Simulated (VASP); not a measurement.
Here is a VASP 6.6.1 calculation.

File POSCAR:

```
LuGaAs2
1.0
    3.8976304098      0.0000000000      0.0000000000
    0.0000000000      3.8976304098      0.0000000000
    0.0000000000      0.0000000000      5.7118711173
Ga As Lu
1 2 1
Direct
    0.0000000000      0.0000000000      0.0000000000
    0.0000000000      0.0000000000      0.5000000000
    0.5000000000      0.5000000000      0.0000000000
    0.5000000000      0.5000000000      0.5000000000
```

Contents of INCAR.step1:

```
SYSTEM = LuGaAs2
  PREC = Accurate
  ENCUT = 520
  ISMEAR = -1
  SIGMA = 0.02
  LREAL = .False.
  LASPH = .True.
  NELM = 80
  NBANDS = 32
  GGA = PE
  ALGO = Normal
  EDIFF = 1E-4
  LWAVE = .True.
  LCHARG = .False.
```

INCAR.step2

```
SYSTEM = LuGaAs2
  PREC = Accurate
  ENCUT = 520
  EDIFF = 1E-6
  ISMEAR = -1
  SIGMA = 0.02
  LREAL = .False.
  LASPH = .True.
  NELM = 80
  ALGO = Normal
  ISIF = 2
  LWAVE = .False.
  LCHARG = .False.
  METAGGA = R2SCAN
  LMIXTAU = .True.
  NBANDS = 32
  ISTART = 1
```

The input KPOINTS:

```
Automatic mesh
0
Gamma
  6 6 4
  0 0 0
```

Potentials or basis: VASP PAW PBE potentials, release 64 (Ga_d, As, Lu).

The run is started by

```console
$ cat potpaw_PBE.64/Ga_d/POTCAR potpaw_PBE.64/As/POTCAR potpaw_PBE.64/Lu/POTCAR > POTCAR
$ cp INCAR.step1 INCAR
$ mpirun -np 1 vasp_std > vasp.out
$ cp INCAR.step2 INCAR
$ mpirun -np 1 vasp_std > vasp.out
```

Problem. What does it give for the pressure?

Solution. 0.3 GPa.

Problem. Predict the band gap on the k mesh.

Solution. Zero (bands 24 and 25 overlap by 1.65 eV).

Stress tensor (GPa, compression positive):
```
0.34 0.00 0.00
0.00 0.34 0.00
0.00 0.00 0.24
```

Caveat: the PAW data sets were made with another functional, which shifts forces and pressure a little; spin-orbit coupling is left out, which moves the levels of the heavy elements.
